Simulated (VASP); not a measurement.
Crystal: La3YO6.

```xyz
10
Lattice="3.8800 0.0000 0.0000 -1.9400 3.3602 0.0000 0.0000 0.0000 12.2273" Properties=species:S:1:pos:R:3 pbc="T T T"
La    1.9400    1.1201   10.6691
La    0.0000    2.2401    1.5618
La    0.0000    2.2401    7.4779
Y     1.9400    1.1201    4.5411
O     1.9400    1.1201    2.3083
O     1.9400    1.1201    8.2252
O     0.0000    2.2401    4.0699
O     0.0000    2.2401   10.0405
O     0.0000    0.0000    0.0932
O     0.0000    0.0000    6.0358
```

Base run:

| Item | Value |
| --- | --- |
| Program | VASP 6.6.1 |
| Functional | PBE |
| Potentials or basis | VASP PAW PBE potentials, release 64 (La, Y_sv, O) |
| Cutoff | 520 eV |
| k mesh | 6 × 6 × 2 |
| Occupations | gaussian, width 0.02 eV |
| Spin | no spin polarisation |

Its results: band gap on the k mesh 3.91 eV (least direct gap 3.97 eV); pressure -0.3 GPa; largest force 0.025 eV/Å.

Problem. The run is repeated on the same cell with these changes: functional from PBE to PBEsol. What comes out?

Solution. Band gap on the k mesh 3.86 eV (least direct gap 3.91 eV); pressure -5.1 GPa; largest force 0.141 eV/Å.

PBEsol binds more tightly than PBE, so the same cell stands under less pressure.

Caveats: spin-orbit coupling is left out, which moves the levels of the heavy elements; the cell stands under tension (at least some runs); the PAW data sets were made with another functional, which shifts forces and pressure a little (at least some runs).

A k mesh can miss the band edges.
